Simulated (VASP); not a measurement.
# TiAl (Pm-3m) in VASP: notebook

Runs on TiAl. Level: PBEsol. Tasks: relaxation of cell and atoms, single point.

All numbers are computed with VASP 6.6.1; they aren't measurements. Logs are shortened: lines on timing, memory, paths and dates and some standing lists are left out, and cuts for length are marked.

## 1. The cell of the first run

It takes space group Pm-3m (No. 221, cubic). The conventional cell has a = 3.179 Å, b = 3.179 Å, c = 3.179 Å, α = 90.00°, β = 90.00°, γ = 90.00°. Within 3.6 Å of Ti (site symmetry m-3m) lie 8 Al at 2.75 Å and 6 Ti at 3.18 Å. Al (site symmetry m-3m) has 8 Ti at 2.75 Å and 6 Al at 3.18 Å within 3.6 Å.

## 2. Relaxation of cell and atoms, PBEsol

The input, INCAR:

```
PREC = Accurate ; ENCUT = 600
EDIFF = 1E-6 ; ISMEAR = 0
SIGMA = 0.1 ; LREAL = False
LASPH = True ; NELM = 80
ALGO = Fast ; ISIF = 3
LWAVE = False ; LCHARG = False
GGA = PS ; IBRION = 2
NSW = 100 ; EDIFFG = -0.005
```

The input, KPOINTS:

```
Automatic mesh
0
Gamma
  14 14 14
```

The input, POSCAR:

```
TiAl
1.0
    3.1790640000      0.0000000000      0.0000000000
    0.0000000000      3.1790640000      0.0000000000
    0.0000000000      0.0000000000      3.1790640000
Ti Al
1 1
Direct
    0.0000000000      0.0000000000      0.0000000000
    0.5000000000      0.5000000000      0.5000000000
```

Potentials or basis: VASP PAW PBE potentials, release 64 (Ti_sv, Al).

Started as:

```
> cat potpaw_PBE.64/Ti_sv/POTCAR potpaw_PBE.64/Al/POTCAR > POTCAR
> mpirun -np 1 vasp_std > vasp.out
```

OUTCAR:

```text
PREC = Accurate
   ENCUT = 600
   EDIFF = 1E-6
   ISMEAR = 0
   LREAL = False
   LASPH = True
   NELM = 80
   ISIF = 3
   GGA = PS
   IBRION = 2
   NSW = 100
   EDIFFG = -0.005

 ion  position               nearest neighbor table
   1  0.000  0.000  0.000-   2 2.75   2 2.75   2 2.75   2 2.75   2 2.75   2 2.75   2 2.75   2 2.75

   2  0.500  0.500  0.500-   1 2.75   1 2.75   1 2.75   1 2.75   1 2.75   1 2.75   1 2.75   1 2.75

  LATTYP: Found a simple cubic cell.
 ALAT       =     3.1790640000

  Lattice vectors:

 A1 = (   3.1790640000,   0.0000000000,   0.0000000000)
 A2 = (   0.0000000000,   3.1790640000,   0.0000000000)
 A3 = (   0.0000000000,   0.0000000000,   3.1790640000)

Analysis of symmetry for initial positions (statically):
=====================================================================
 Subroutine PRICEL returns:
 Original cell was already a primitive cell.

 Routine SETGRP: Setting up the symmetry group for a
 simple cubic supercell.

 Subroutine GETGRP returns: Found 48 space group operations
 (whereof 48 operations were pure point group operations)
 out of a pool of 48 trial point group operations.

The static configuration has the point symmetry O_h .

Analysis of symmetry for dynamics (positions and initial velocities):
=====================================================================
 Subroutine PRICEL returns:
 Original cell was already a primitive cell.

 Routine SETGRP: Setting up the symmetry group for a
 simple cubic supercell.

 Subroutine GETGRP returns: Found 48 space group operations
 (whereof 48 operations were pure point group operations)
 out of a pool of 48 trial point group operations.

The dynamic configuration has the point symmetry O_h .

 Subroutine INISYM returns: Found 48 space group operations
 (whereof 48 operations are pure point group operations),
 and found     1 'primitive' translations

----------------------------------------------------------------------------------------

                                     Primitive cell

  volume of cell :      32.1290

  direct lattice vectors                    reciprocal lattice vectors
     3.179064000  0.000000000  0.000000000     0.314557996  0.000000000  0.000000000
     0.000000000  3.179064000  0.000000000     0.000000000  0.314557996  0.000000000
     0.000000000  0.000000000  3.179064000     0.000000000  0.000000000  0.314557996

  length of vectors
     3.179064000  3.179064000  3.179064000     0.314557996  0.314557996  0.314557996

  position of ions in fractional coordinates (direct lattice)
     0.000000000  0.000000000  0.000000000
     0.500000000  0.500000000  0.500000000

  ion indices of the primitive-cell ions
   primitive index   ion index
                 1           1
                 2           2

----------------------------------------------------------------------------------------

 KPOINTS: Automatic mesh

Automatic generation of k-mesh.
 Grid dimensions read from file:
 generate k-points for:   14   14   14

 Generating k-lattice:

  Cartesian coordinates                     Fractional coordinates (reciprocal lattice)
     0.022468428  0.000000000  0.000000000     0.071428571  0.000000000  0.000000000
     0.000000000  0.022468428  0.000000000     0.000000000  0.071428571  0.000000000
     0.000000000  0.000000000  0.022468428     0.000000000  0.000000000  0.071428571

  Length of vectors
     0.022468428  0.022468428  0.022468428

  Shift w.r.t. Gamma in fractional coordinates (k-lattice)
     0.000000000  0.000000000  0.000000000

 Subroutine IBZKPT returns following result:
 ===========================================

 Found    120 irreducible k-points:

 Following reciprocal coordinates:
            Coordinates               Weight
  0.000000  0.000000  0.000000      1.000000
  0.071429  0.000000  0.000000      6.000000
  0.142857  0.000000  0.000000      6.000000
  0.214286  0.000000  0.000000      6.000000
  0.285714  0.000000  0.000000      6.000000
  0.357143  0.000000  0.000000      6.000000
[... 16 lines left out ...]
  0.285714  0.214286  0.000000     24.000000
  0.357143  0.214286  0.000000     24.000000
 [... further k-points ...]
   k-points           NKPTS =    120   k-points in BZ     NKDIM =    120   number of bands    NBANDS=     11
   number of dos      NEDOS =    301   number of ions     NIONS =      2
   total plane-waves  NPLWV =  21952
   dimension x,y,z NGX =    28 NGY =   28 NGZ =   28
   dimension x,y,z NGXF=    56 NGYF=   56 NGZF=   56
   ions per type =               1   1
   NGX,Y,Z   is equivalent  to a cutoff of  14.64, 14.64, 14.64 a.u.
   NGXF,Y,Z  is equivalent  to a cutoff of  29.28, 29.28, 29.28 a.u.
 SYSTEM =  unknown system
   PREC   = accura    normal or accurate (medium, high low for compatibility)
   ISTART =      0    job   : 0-new  1-cont  2-samecut
   ICHARG =      2    charge: 1-file 2-atom 10-const
   ISPIN  =      1    spin polarized calculation?
   LNONCOLLINEAR =      F non collinear calculations
   LSORBIT =      F    spin-orbit coupling
   LASPH  =      T    aspherical Exc in radial PAW
   ENCUT  =  600.0 eV  44.10 Ry    6.64 a.u.   6.35  6.35  6.35*2*pi/ulx,y,z
   NELM   =     80;   NELMIN=  2; NELMDL= -5     # of ELM steps
   EDIFF  = 0.1E-05   stopping-criterion for ELM
   LREAL  =      F    real-space projection
   EDIFFG = -.5E-02   stopping-criterion for IOM
   NSW    =    100    number of steps for IOM
   IBRION =      2    ionic relax: 0-MD 1-quasi-New 2-CG
   NFREE  =      1    steps in history (QN), initial steepest desc. (CG)
   ISIF   =      3    stress and relaxation
   ISYM   =      2    0-nonsym 1-usesym 2-fastsym
   POTIM  = 0.5000    time-step for ionic-motion
   TEBEG  =    0.0;   TEEND  =   0.0 temperature during run
   PSTRESS=    0.0 pullay stress
   NELECT =      15.0000    total number of electrons
   NUPDOWN=      -1.0000    fix difference up-down
   EMIN   =  10.00;   EMAX   =-10.00  energy-range for DOS
   EFERMI =   0.00;   METHOD = LEGACY
   ISMEAR =     0;   SIGMA  =   0.10  broadening in eV -4-tet -1-fermi 0-gaus
   EFERMI_NEDOS =   21; number of points for ismear=-14 and -15
   IALGO  =     68    algorithm
   IMIX   =      4    mixing-type and parameters
     AMIX     =   0.40;   BMIX     =  1.00
     AMIX_MAG =   1.60;   BMIX_MAG =  1.00
  volume/ion in A,a.u.               =      16.06       108.41
  Fermi-wavevector in a.u.,A,eV,Ry     =   1.270007  2.399964 21.945065  1.612917
  Thomas-Fermi vector in A             =   2.403017
   LORBIT       =      0    0 simple, 1 ext, 2 COOP (PROOUT), +10 PAW based schemes
   GGA     = PS    functional components
   LHFCALC =     F    Hartree Fock is set to
   AEXX    =    0.0000 exact exchange contribution
   IVDW    =     0    specifies the selected vdW correction
   LEPSILON=     F    determine dielectric tensor
   LRPA    =     F    only Hartree local field effects (RPA)
 conjugate gradient relaxation of ions
 non-spin polarized calculation
 RMM-DIIS sequential band-by-band and
 Gauss-broadening in eV      SIGMA  =   0.10
  energy-cutoff  :      600.00
  volume of cell :       32.13
 maximum number of plane-waves:      1108
 NGX is ok and might be reduce to    28

--------------------------------------- Ionic step        1  -------------------------------------------

 number of electron      15.0000003 magnetization

 Free energy of the ion-electron system (eV)
  ---------------------------------------------------
  ext. energy  EPLUGINS =         0.00000000
  ---------------------------------------------------
  free energy    TOTEN  =       -12.96988930 eV

  energy without entropy =      -12.95758196  energy(sigma->0) =      -12.96373563

------------------------ aborting loop because EDIFF is reached ----------------------------------------

  FORCE on cell =-STRESS in cart. coord.  units (eV):
  Direction    XX          YY          ZZ          XY          YZ          ZX
  --------------------------------------------------------------------------------------
  -------------------------------------------------------------------------------------
  Total       -0.4853026     -0.4853026     -0.4853026     -0.0000000      0.0000000     -0.0000000
  in kB      -24.2005608    -24.2005608    -24.2005608     -0.0000000      0.0000000     -0.0000000
  external PRESSURE =     -24.2005608 kB  Pullay stress =       0.0000000 kB
[... 237 lines left out ...]
  energy  without entropy=      -12.9630717214  energy(sigma->0) =      -12.96910378

--------------------------------------- Ionic step        8  -------------------------------------------

 number of electron      15.0000003 magnetization

 Free energy of the ion-electron system (eV)
  ---------------------------------------------------
  ext. energy  EPLUGINS =         0.00000000
  ---------------------------------------------------
  free energy    TOTEN  =       -12.97513659 eV

  energy without entropy =      -12.96307330  energy(sigma->0) =      -12.96910494

 E-fermi :   8.9035     XC(G=0): -11.2809

 val. band max:        8.8826473949   @ k =   0.3571   0.2857   0.1429
 cond. band min:       8.9068742282   @ k =   0.2857   0.2857   0.0000
 fundamental gap:      0.0242268333
 Fermi energy:         8.9035055560

 k-point     1 :       0.0000    0.0000    0.0000
  band No.  band energies     occupation
      1     -47.7212      2.00000
      2     -24.0223      2.00000
      3     -24.0223      2.00000
      4     -24.0223      2.00000
      5      -0.4505      2.00000
      6       7.4139      2.00000
      7       7.4139      2.00000
      8      10.7357      0.00000
      9      10.7357      0.00000
     10      10.7357      0.00000
     11      13.4187      0.00000
[... 309 lines left out ...]
 k-point    24 :       0.3571    0.2143    0.0000
  band No.  band energies     occupation
      1     -47.7014      2.00000
      2     -24.1655      2.00000
      3     -24.0790      2.00000
      4     -24.0024      2.00000
      5       2.0864      2.00000
      6       5.7010      2.00000
      7       7.7092      2.00000
      8       8.8431      1.60687
      9       9.4405      0.00000
     10      10.2813      0.00000
     11      11.9147      0.00000

 [... further k-points ...]

------------------------ aborting loop because EDIFF is reached ----------------------------------------

  FORCE on cell =-STRESS in cart. coord.  units (eV):
  Direction    XX          YY          ZZ          XY          YZ          ZX
  --------------------------------------------------------------------------------------
  -------------------------------------------------------------------------------------
  Total       -0.0095232     -0.0095232     -0.0095232      0.0000000      0.0000000     -0.0000000
  in kB       -0.4849700     -0.4849700     -0.4849700      0.0000000      0.0000000     -0.0000000
  external PRESSURE =      -0.4849700 kB  Pullay stress =       0.0000000 kB
[... 17 lines left out ...]
  FREE ENERGIE OF THE ION-ELECTRON SYSTEM (eV)
  ---------------------------------------------------
  free  energy   TOTEN  =       -12.9751365851 eV

  energy  without entropy=      -12.9630733012  energy(sigma->0) =      -12.96910494

 reached required accuracy - stopping structural energy minimisation
```

It took 10 min on 1 thread of Intel Xeon 8259CL, shared host; peak memory 0.21 GiB.

What came out:

- Free energy: -12.9751 eV
- Relaxed volume: 15.73 Å³/atom
- Relaxed cell: a = 3.157 Å, b = 3.157 Å, c = 3.157 Å, α = 90.00°, β = 90.00°, γ = 90.00°
- Space group after relaxing (to 0.1 Å): Pm-3m (No. 221)
- Energy gained by relaxing: 2.6 meV/atom
- Ionic steps: 8
- Pressure after relaxing: 0.0 GPa
- Band gap on the k mesh: zero (an odd number of electrons rules out a gap without spin polarisation)

Step by step:
```csv
step,energy change (eV),largest force (eV/Å),pressure (GPa),volume (Å³)
1,0.0000,0.0000,-2.42,32.13
2,-0.0030,0.0000,1.61,31.01
3,-0.0052,0.0000,0.21,31.45
4,-0.0052,0.0000,-0.18,31.50
5,-0.0052,0.0000,-0.11,31.48
6,-0.0052,0.0000,-0.09,31.47
7,-0.0052,0.0000,-0.06,31.46
8,-0.0052,0.0000,-0.05,31.46
```

Final structure:
```
Ti Al
1.0
     3.15689    0.00000    0.00000
     0.00000    3.15689    0.00000
     0.00000    0.00000    3.15689
Ti Al
1 1
Direct
  0.00000 0.00000 0.00000
  0.50000 0.50000 0.50000
```

Levels at points of the mesh, in eV from the Fermi level:
| k point | band 3 | band 4 | band 5 | band 6 | band 7 | band 8 | band 9 | band 10 | band 11 |
| --- | --- | --- | --- | --- | --- | --- | --- | --- | --- |
| (0.00, 0.00, 0.00) | -32.93 | -32.93 | -9.35 | -1.49 | -1.49 | 1.83 | 1.83 | 1.83 | 4.52 |
| (0.50, 0.00, 0.00) | -32.91 | -32.91 | -6.04 | -5.25 | -0.57 | 0.14 | 0.14 | 2.04 | 3.09 |
| (0.50, 0.50, 0.00) | -33.09 | -32.89 | -5.07 | -2.10 | -2.10 | -1.51 | 0.70 | 0.70 | 2.83 |
| (0.50, 0.50, 0.50) | -33.06 | -33.06 | -3.16 | -3.16 | -3.16 | 0.77 | 2.96 | 2.96 | 2.96 |

Caveat: the PAW data sets were made with another functional, which shifts forces and pressure a little.

## 3. Single point, PBEsol

This run uses another cell than the first one: it holds 6 atoms, not 2.

The input, INCAR:

```
PREC = Accurate
ENCUT = 520
EDIFF = 1E-7
ISMEAR = 0
SIGMA = 0.15
LREAL = False
LASPH = True
NELM = 60
ALGO = Fast
ISIF = 2
LWAVE = False
LCHARG = False
GGA = PS
NBANDS = 32
```

The input, KPOINTS:

```
regular mesh
0
Gamma
  14 14 5
```

The input, POSCAR:

```
TiAl
1.0
    0.0000000000     -3.1560751060      0.0000000000
    0.0000000000      0.0000000000     -3.1560751060
    9.4682253181      0.0000000000      0.0000000000
Ti Al
3 3
Direct
    0.0000000000      0.0000000000      0.0000000000
    0.0000000000      0.0000000000      0.3333333333
    0.0000000000      0.0000000000      0.6666666667
    0.5000000000      0.5000000000      0.1666666667
    0.5000000000      0.5000000000      0.5000000000
    0.5000000000      0.5000000000      0.8333333333
```

Potentials or basis: VASP PAW PBE potentials, release 64 (Ti_sv, Al).

Started as:

```
> cat potpaw_PBE.64/Ti_sv/POTCAR potpaw_PBE.64/Al/POTCAR > POTCAR
> mpirun -np 1 vasp_std > vasp.out
```

Wall time 23 min (1 thread of Intel Xeon 8259CL, shared host); peak memory 0.38 GiB.

It converged, with:

```
Free energy            : -38.9445 eV
Pressure               : 0.1 GPa
Band gap on the k mesh : zero (an odd number of electrons rules out a gap without spin polarisation)
```

Levels at points of the mesh, in eV from the Fermi level:
```
           k point  band 20  band 21  band 22  band 23  band 24  band 25
(0.00, 0.00, 0.00)    -0.84    -0.84     0.44     0.44     0.44     0.44
(0.50, 0.00, 0.00)    -1.53    -0.57    -0.54    -0.54     0.14     0.14
(0.50, 0.50, 0.00)    -2.10    -2.10    -1.51     0.70     0.70     0.81
```

Caveat: the PAW data sets were made with another functional, which shifts forces and pressure a little.

The gap in the log of VASP goes by the Fermi energy; the results here count the filled bands.